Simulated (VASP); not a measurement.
A run of VASP 6.6.1 is set up as follows.

File INCAR:

```
SYSTEM = HfO2
PREC = Accurate ; ENCUT = 520
EDIFF = 1E-6 ; ISMEAR = 0
SIGMA = 0.01 ; LREAL = .FALSE.
LASPH = .TRUE. ; NELM = 80
ALGO = Normal ; ISIF = 2
LWAVE = .FALSE. ; LCHARG = .TRUE.
GGA = CA ; LELF = .TRUE.
LVHAR = .TRUE. ; NBANDS = 18
```

KPOINTS

```
Automatic mesh
0
G
  8 8 8
  0 0 0
```

Contents of POSCAR:

```
HfO2
1.0
    0.0000000000      2.5005380718      2.5130407622
    2.5005380718      0.0000000000      2.5130407622
    2.5005380718      2.5005380718      0.0000000000
Hf O
1 2
Direct
    0.0000000000      0.0000000000      0.0000000000
    0.2500000000      0.2500000000      0.2500000000
    0.7500000000      0.7500000000      0.7500000000
```

Potentials or basis: VASP PAW LDA potentials, release 64 (Hf_pv, O).

Launch:

```bash
$ cat potpaw_LDA.64/Hf_pv/POTCAR potpaw_LDA.64/O/POTCAR > POTCAR
$ mpirun -np 1 vasp_std > vasp.out
```

Task: Estimate the band gap on the k mesh.

Result: 3.67 eV, direct.

Task: What does it give for the pressure?

Result: -4.6 GPa.

Stress tensor (GPa, compression positive):
```
-3.77  0.00  0.00
 0.00 -3.77  0.00
 0.00  0.00 -6.23
```

Caveat: the cell differs from its parent crystal (z stretched by +0.5 %, x and y held); spin-orbit coupling is left out, which moves the levels of the heavy elements. A k mesh can miss the band edges.
